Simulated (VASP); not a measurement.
Crystal: NaH.

```
Na H
1.0
     3.31916    0.00000    0.00000
    -1.65958    2.87448    0.00000
     0.00000    0.00000    5.83095
Na H
2 2
Direct
  0.00000 0.00000 0.00000
  0.00000 0.00000 0.50000
  0.33333 0.66667 0.25000
  0.66667 0.33333 0.75000
```

Base run:

```yaml
Program: VASP 6.6.1
Functional: r2SCAN
Potentials_or_basis: VASP PAW PBE potentials, release 64 (Na_pv, H)
Cutoff: 520 eV
k_mesh: 12 × 12 × 4
Occupations: gaussian, width 0.01 eV
Spin: no spin polarisation
```

Its results: band gap on the k mesh 4.02 eV (least direct gap 5.07 eV); pressure -0.2 GPa.

Problem. The run is repeated on the same cell with these changes: functional from r2SCAN to PBE; k mesh from 12 × 12 × 4 to 6 × 6 × 4. What comes out?

Solution. Band gap on the k mesh 3.45 eV (least direct gap 4.51 eV); pressure 0.6 GPa.

Several settings changed at once.

Caveats: the PAW data sets were made with another functional, which shifts forces and pressure a little (at least some runs).

A k mesh can miss the band edges.
